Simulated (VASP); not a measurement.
# W (Im-3m) in VASP: further runs

The runs below take W through single point, relaxation of cell and atoms, with PBEsol.

Program: VASP 6.6.1. These are calculated values, not measurements. Logs are shortened: lines on timing, memory, paths and dates and some standing lists are left out, and cuts for length are marked.

## 1. The cell of the first run

Symmetry: Im-3m, No. 229, cubic system. Conventional cell: a = 3.154 Å, b = 3.154 Å, c = 3.154 Å, α = 90.00°, β = 90.00°, γ = 90.00°. Within 3.6 Å of W (site symmetry m-3m) lie 14 W at 2.73 to 3.15 Å.

## 2. Single point, PBEsol

File INCAR:

```
PREC = Accurate
ENCUT = 520
EDIFF = 1E-6
ISMEAR = 0
SIGMA = 0.1
LREAL = False
LASPH = True
NELM = 60
ALGO = Normal
ISIF = 2
LWAVE = False
LCHARG = True
GGA = PS
LELF = True
LVHAR = True
NBANDS = 13
```

File KPOINTS:

```
Automatic mesh
0
Gamma
  18 18 18
```

File POSCAR:

```
W
1.0
   -1.5771522830      1.5771522830      1.5771522830
    1.5771522830     -1.5771522830      1.5771522830
    1.5771522830      1.5771522830     -1.5771522830
W
1
Direct
    0.0000000000      0.0000000000      0.0000000000
```

Potentials or basis: VASP PAW PBE potentials, release 64 (W_sv).

Run with:

```
$ cat potpaw_PBE.64/W_sv/POTCAR > POTCAR
$ mpirun -np 1 vasp_std > vasp.out
```

OUTCAR:

```text
PREC = Accurate
   ENCUT = 520
   EDIFF = 1E-6
   ISMEAR = 0
   LREAL = False
   LASPH = True
   NELM = 60
   ISIF = 2
   GGA = PS

 ion  position               nearest neighbor table
   1  0.000  0.000  0.000-

  LATTYP: Found a body centered cubic cell.
 ALAT       =     3.1543045660

  Lattice vectors:

 A1 = (  -1.5771522830,   1.5771522830,   1.5771522830)
 A2 = (   1.5771522830,  -1.5771522830,   1.5771522830)
 A3 = (   1.5771522830,   1.5771522830,  -1.5771522830)

Analysis of symmetry for initial positions (statically):
=====================================================================
 Subroutine PRICEL returns:
 Original cell was already a primitive cell.

 Routine SETGRP: Setting up the symmetry group for a
 body centered cubic supercell.

 Subroutine GETGRP returns: Found 48 space group operations
 (whereof 48 operations were pure point group operations)
 out of a pool of 48 trial point group operations.

The static configuration has the point symmetry O_h .

Analysis of symmetry for dynamics (positions and initial velocities):
=====================================================================
 Subroutine PRICEL returns:
 Original cell was already a primitive cell.

 Routine SETGRP: Setting up the symmetry group for a
 body centered cubic supercell.

 Subroutine GETGRP returns: Found 48 space group operations
 (whereof 48 operations were pure point group operations)
 out of a pool of 48 trial point group operations.

The dynamic configuration has the point symmetry O_h .

 Subroutine INISYM returns: Found 48 space group operations
 (whereof 48 operations are pure point group operations),
 and found     1 'primitive' translations

----------------------------------------------------------------------------------------

                                     Primitive cell

  volume of cell :      15.6921

  direct lattice vectors                    reciprocal lattice vectors
    -1.577152283  1.577152283  1.577152283     0.000000000  0.317027091  0.317027091
     1.577152283 -1.577152283  1.577152283     0.317027091  0.000000000  0.317027091
     1.577152283  1.577152283 -1.577152283     0.317027091  0.317027091  0.000000000

  length of vectors
     2.731707885  2.731707885  2.731707885     0.448344011  0.448344011  0.448344011

  position of ions in fractional coordinates (direct lattice)
     0.000000000  0.000000000  0.000000000

  ion indices of the primitive-cell ions
   primitive index   ion index
                 1           1

----------------------------------------------------------------------------------------

 KPOINTS: Automatic mesh

Automatic generation of k-mesh.
 Grid dimensions read from file:
 generate k-points for:   18   18   18

 Generating k-lattice:

  Cartesian coordinates                     Fractional coordinates (reciprocal lattice)
     0.000000000  0.017612616  0.017612616     0.055555556  0.000000000  0.000000000
     0.017612616  0.000000000  0.017612616     0.000000000  0.055555556  0.000000000
     0.017612616  0.017612616  0.000000000     0.000000000  0.000000000  0.055555556

  Length of vectors
     0.024908001  0.024908001  0.024908001

  Shift w.r.t. Gamma in fractional coordinates (k-lattice)
     0.000000000  0.000000000  0.000000000

 Subroutine IBZKPT returns following result:
 ===========================================

 Found    195 irreducible k-points:

 Following reciprocal coordinates:
            Coordinates               Weight
  0.000000  0.000000  0.000000      1.000000
  0.055556  0.000000  0.000000     12.000000
  0.111111  0.000000  0.000000     12.000000
  0.166667  0.000000  0.000000     12.000000
  0.222222  0.000000  0.000000     12.000000
  0.277778  0.000000  0.000000     12.000000
[... 16 lines left out ...]
  0.333333  0.111111  0.000000     48.000000
  0.388889  0.111111  0.000000     48.000000
 [... further k-points ...]
   k-points           NKPTS =    195   k-points in BZ     NKDIM =    195   number of bands    NBANDS=     13
   number of dos      NEDOS =    301   number of ions     NIONS =      1
   total plane-waves  NPLWV =   8000
   dimension x,y,z NGX =    20 NGY =   20 NGZ =   20
   dimension x,y,z NGXF=    40 NGYF=   40 NGZF=   40
   ions per type =               1
   NGX,Y,Z   is equivalent  to a cutoff of  12.17, 12.17, 12.17 a.u.
   NGXF,Y,Z  is equivalent  to a cutoff of  24.34, 24.34, 24.34 a.u.
 SYSTEM =  unknown system
   PREC   = accura    normal or accurate (medium, high low for compatibility)
   ISTART =      0    job   : 0-new  1-cont  2-samecut
   ICHARG =      2    charge: 1-file 2-atom 10-const
   ISPIN  =      1    spin polarized calculation?
   LNONCOLLINEAR =      F non collinear calculations
   LSORBIT =      F    spin-orbit coupling
   LASPH  =      T    aspherical Exc in radial PAW
   ENCUT  =  520.0 eV  38.22 Ry    6.18 a.u.   5.08  5.08  5.08*2*pi/ulx,y,z
   NELM   =     60;   NELMIN=  2; NELMDL= -5     # of ELM steps
   EDIFF  = 0.1E-05   stopping-criterion for ELM
   LREAL  =      F    real-space projection
   EDIFFG = 0.1E-04   stopping-criterion for IOM
   NSW    =      0    number of steps for IOM
   IBRION =     -1    ionic relax: 0-MD 1-quasi-New 2-CG
   NFREE  =      0    steps in history (QN), initial steepest desc. (CG)
   ISIF   =      2    stress and relaxation
   ISYM   =      2    0-nonsym 1-usesym 2-fastsym
   POTIM  = 0.5000    time-step for ionic-motion
   TEBEG  =    0.0;   TEEND  =   0.0 temperature during run
   PSTRESS=    0.0 pullay stress
   NELECT =      14.0000    total number of electrons
   NUPDOWN=      -1.0000    fix difference up-down
   EMIN   =  10.00;   EMAX   =-10.00  energy-range for DOS
   EFERMI =   0.00;   METHOD = LEGACY
   ISMEAR =     0;   SIGMA  =   0.10  broadening in eV -4-tet -1-fermi 0-gaus
   EFERMI_NEDOS =   21; number of points for ismear=-14 and -15
   IALGO  =     38    algorithm
   IMIX   =      4    mixing-type and parameters
     AMIX     =   0.40;   BMIX     =  1.00
     AMIX_MAG =   1.60;   BMIX_MAG =  1.00
  volume/ion in A,a.u.               =      15.69       105.90
  Fermi-wavevector in a.u.,A,eV,Ry     =   1.576004  2.978215 33.793980  2.483787
  Thomas-Fermi vector in A             =   2.676902
   LORBIT       =      0    0 simple, 1 ext, 2 COOP (PROOUT), +10 PAW based schemes
   GGA     = PS    functional components
   LHFCALC =     F    Hartree Fock is set to
   AEXX    =    0.0000 exact exchange contribution
   IVDW    =     0    specifies the selected vdW correction
   LEPSILON=     F    determine dielectric tensor
   LRPA    =     F    only Hartree local field effects (RPA)
 non-spin polarized calculation
 Gauss-broadening in eV      SIGMA  =   0.10
  energy-cutoff  :      520.00
  volume of cell :       15.69
 maximum number of plane-waves:       434
   NGX = 11   NGY = 11   NGZ = 11

 number of electron      14.0000005 magnetization

 Free energy of the ion-electron system (eV)
  ---------------------------------------------------
  ext. energy  EPLUGINS =         0.00000000
  ---------------------------------------------------
  free energy    TOTEN  =       -13.80151575 eV

  energy without entropy =      -13.79808263  energy(sigma->0) =      -13.79979919

 E-fermi :  11.4135     XC(G=0): -13.8182

 val. band max:       11.4049821828   @ k =  -0.1667   0.1667   0.0556
 cond. band min:      11.4143838776   @ k =  -0.2778   0.3333   0.2222
 fundamental gap:      0.0094016948
 Fermi energy:        11.4134973647

 k-point     1 :       0.0000    0.0000    0.0000
  band No.  band energies     occupation
      1     -62.7093      2.00000
      2     -26.2520      2.00000
      3     -26.2520      2.00000
      4     -26.2520      2.00000
      5       1.7122      2.00000
      6      10.1707      2.00000
      7      10.1707      2.00000
      8      10.1707      2.00000
      9      13.6821      0.00000
     10      13.6821      0.00000
     11      25.9860      0.00000
     12      25.9860      0.00000
     13      25.9860      0.00000

 k-point     2 :       0.0556    0.0000    0.0000
  band No.  band energies     occupation
      1     -62.7050      2.00000
      2     -26.2958      2.00000
      3     -26.2656      2.00000
      4     -26.2522      2.00000
      5       1.8644      2.00000
      6      10.0775      2.00000
      7      10.1502      2.00000
      8      10.3175      2.00000
      9      13.5309      0.00000
     10      13.6828      0.00000
     11      26.1176      0.00000
     12      26.2442      0.00000
     13      26.3657      0.00000

 k-point     3 :       0.1111    0.0000    0.0000
  band No.  band energies     occupation
      1     -62.6929      2.00000
      2     -26.4206      2.00000
      3     -26.3045      2.00000
      4     -26.2529      2.00000
      5       2.3036      2.00000
      6       9.8201      2.00000
      7      10.0605      2.00000
      8      10.7528      2.00000
      9      13.2085      0.00000
     10      13.6924      0.00000
     11      26.4496      0.00000
     12      26.9950      0.00000
     13      27.3375      0.00000

 k-point     4 :       0.1667    0.0000    0.0000
  band No.  band energies     occupation
      1     -62.6742      2.00000
      2     -26.6080      2.00000
      3     -26.3638      2.00000
      4     -26.2539      2.00000
      5       2.9739      2.00000
      6       9.4534      2.00000
      7       9.8580      2.00000
      8      11.4621      0.49151
      9      12.9750      0.00000
     10      13.7294      0.00000
     11      26.7489      0.00000
     12      28.1784      0.00000
     13      28.3922      0.00000

 k-point     5 :       0.2222    0.0000    0.0000
  band No.  band energies     occupation
      1     -62.6513      2.00000
      2     -26.8319      2.00000
      3     -26.4356      2.00000
      4     -26.2552      2.00000
      5       3.7659      2.00000
      6       9.0413      2.00000
      7       9.6105      2.00000
      8      12.4193      0.00000
      9      12.9765      0.00000
     10      13.8130      0.00000
     11      26.5886      0.00000
     12      28.5605      0.00000
     13      29.7203      0.00000

 k-point     6 :       0.2778    0.0000    0.0000
  band No.  band energies     occupation
      1     -62.6268      2.00000
      2     -27.0635      2.00000
      3     -26.5110      2.00000
      4     -26.2566      2.00000
      5       4.4941      2.00000
      6       8.6396      2.00000
      7       9.5557      2.00000
      8      13.1713      0.00000
      9      13.5820      0.00000
     10      13.9529      0.00000
     11      25.8057      0.00000
     12      27.4255      0.00000
     13      31.5460      0.00000

 k-point     7 :       0.3333    0.0000    0.0000
  band No.  band energies     occupation
      1     -62.6037      2.00000
      2     -27.2754      2.00000
      3     -26.5810      2.00000
      4     -26.2580      2.00000
      5       4.9464      2.00000
      6       8.2904      2.00000
      7       9.9444      2.00000
      8      13.4391      0.00000
      9      14.1414      0.00000
     10      14.8797      0.00000
     11      24.7670      0.00000
     12      25.7932      0.00000
     13      32.7580      0.00000
[... 193 lines left out ...]
 k-point    20 :       0.1667    0.1111   -0.0000
  band No.  band energies     occupation
      1     -62.6423      2.00000
      2     -26.8969      2.00000
      3     -26.4372      2.00000
      4     -26.3051      2.00000
      5       4.1415      2.00000
      6       9.0419      2.00000
      7       9.2318      2.00000
      8      12.6343      0.00000
      9      13.0155      0.00000
     10      14.1294      0.00000
     11      27.1436      0.00000
     12      28.0502      0.00000
     13      29.5846      0.00000

 k-point    21 :       0.2222    0.1111    0.0000
  band No.  band energies     occupation
      1     -62.6193      2.00000
      2     -27.0941      2.00000
      3     -26.5240      2.00000
      4     -26.3111      2.00000
      5       4.8885      2.00000
      6       8.6524      2.00000
      7       9.1398      2.00000
      8      12.7897      0.00000
      9      14.2046      0.00000
     10      14.3221      0.00000
     11      25.9842      0.00000
     12      27.6049      0.00000
     13      30.5738      0.00000

 k-point    22 :       0.2778    0.1111    0.0000
  band No.  band energies     occupation
      1     -62.5975      2.00000
      2     -27.2733      2.00000
      3     -26.6082      2.00000
      4     -26.3149      2.00000
      5       5.3732      2.00000
      6       8.3329      2.00000
      7       9.4257      2.00000
      8      13.0873      0.00000
      9      14.4292      0.00000
     10      15.5709      0.00000
     11      24.7492      0.00000
     12      26.2511      0.00000
     13      30.7419      0.00000

 k-point    23 :       0.3333    0.1111    0.0000
  band No.  band energies     occupation
      1     -62.5798      2.00000
      2     -27.4159      2.00000
      3     -26.6775      2.00000
      4     -26.3176      2.00000
      5       5.5252      2.00000
      6       8.0993      2.00000
      7      10.1074      2.00000
      8      13.3788      0.00000
      9      14.5766      0.00000
     10      16.8927      0.00000
     11      23.5612      0.00000
     12      24.8782      0.00000
     13      29.4246      0.00000

 k-point    24 :       0.3889    0.1111    0.0000
  band No.  band energies     occupation
      1     -62.5682      2.00000
      2     -27.5074      2.00000
      3     -26.7227      2.00000
      4     -26.3192      2.00000
      5       5.5139      2.00000
      6       7.9561      2.00000
      7      10.8532      2.00000
      8      13.4631      0.00000
      9      14.8148      0.00000
     10      17.9578      0.00000
     11      22.4766      0.00000
     12      24.0572      0.00000
     13      28.3967      0.00000

 [... further k-points ...]
[... 5 lines left out ...]
  --------------------------------------------------------------------------------------
  -------------------------------------------------------------------------------------
  Total        0.0645014      0.0645014      0.0645014      0.0000000      0.0000000     -0.0000000
  in kB        6.5856524      6.5856524      6.5856524      0.0000000      0.0000000     -0.0000000
  external PRESSURE =       6.5856524 kB  Pullay stress =       0.0000000 kB

 VOLUME and BASIS-vectors are now :
 -----------------------------------------------------------------------------
  energy-cutoff  :      520.00
  volume of cell :       15.69
      direct lattice vectors                 reciprocal lattice vectors
    -1.577152283  1.577152283  1.577152283     0.000000000  0.317027091  0.317027091
     1.577152283 -1.577152283  1.577152283     0.317027091  0.000000000  0.317027091
     1.577152283  1.577152283 -1.577152283     0.317027091  0.317027091  0.000000000

 POSITION                                       TOTAL-FORCE (eV/Angst)
 -----------------------------------------------------------------------------------
      0.00000      0.00000      0.00000        -0.000000      0.000000      0.000000
 -----------------------------------------------------------------------------------
    total drift:                                0.000000     -0.000000      0.000000

  FREE ENERGIE OF THE ION-ELECTRON SYSTEM (eV)
  ---------------------------------------------------
  free  energy   TOTEN  =       -13.8015157499 eV

  energy  without entropy=      -13.7980826316  energy(sigma->0) =      -13.79979919
```

Run time: 34 s. Hardware: 1 thread of Intel Xeon 8259CL, shared host; peak memory 0.15 GiB.

What came out:

| Property | Result |
| --- | --- |
| Free energy | -13.8015 eV |
| Pressure | 0.7 GPa |
| Band gap on the k mesh | zero (bands 7 and 8 overlap by 6.50 eV) |

Caveat: the PAW data sets were made with another functional, which shifts forces and pressure a little; spin-orbit coupling is left out, which moves the levels of the heavy elements.

(Part 1 of 2 ends here.)
